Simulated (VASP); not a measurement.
A run of VASP 6.6.1 is set up as follows.

Contents of POSCAR:

```
Cu
1.0
    0.0000000000      1.8312856224      1.8312856224
    1.8312856224      0.0000000000      1.8312856224
    1.8312856224      1.8312856224      0.0000000000
Cu
1
Direct
    0.0000000000      0.0000000000      0.0000000000
```

Contents of INCAR.step1:

```
SYSTEM = Cu
PREC = Accurate
ENCUT = 900
ISMEAR = -1
SIGMA = 0.05
LREAL = .False.
LASPH = .True.
NELM = 120
NBANDS = 16
GGA = PE
ALGO = Normal
EDIFF = 1E-5
LWAVE = .True.
LCHARG = .False.
GGA_COMPAT = .False.
```

File INCAR.step2:

```
SYSTEM = Cu
PREC = Accurate
ENCUT = 900
EDIFF = 1E-6
ISMEAR = -1
SIGMA = 0.05
LREAL = .False.
LASPH = .True.
NELM = 120
ALGO = Normal
ISIF = 2
LWAVE = .False.
LCHARG = .True.
METAGGA = R2SCAN
LMIXTAU = .True.
LUSE_VDW = .True.
IVDW_NL = 2
BPARAM = 11.95
CPARAM = 0.0093
LELF = .True.
LVHAR = .True.
NBANDS = 16
ISTART = 1
GGA_COMPAT = .False.
```

Contents of KPOINTS:

```
Automatic mesh
0
Gamma
  13 13 13
  0 0 0
```

Potentials or basis: VASP PAW PBE potentials, release 64 (Cu_sv_GW).

The run is started by

```bash
$ cat potpaw_PBE.64/Cu_sv_GW/POTCAR > POTCAR
$ cp INCAR.step1 INCAR
$ mpirun -np 1 vasp_std > vasp.out
$ cp INCAR.step2 INCAR
$ mpirun -np 1 vasp_std > vasp.out
```

Task: Estimate the band gap on the k mesh.

Result: Zero (an odd number of electrons rules out a gap without spin polarisation).

Task: Predict the pressure.

Result: -11.7 GPa.

Caveat: the cell stands under tension; the PAW data sets were made with another functional, which shifts forces and pressure a little.
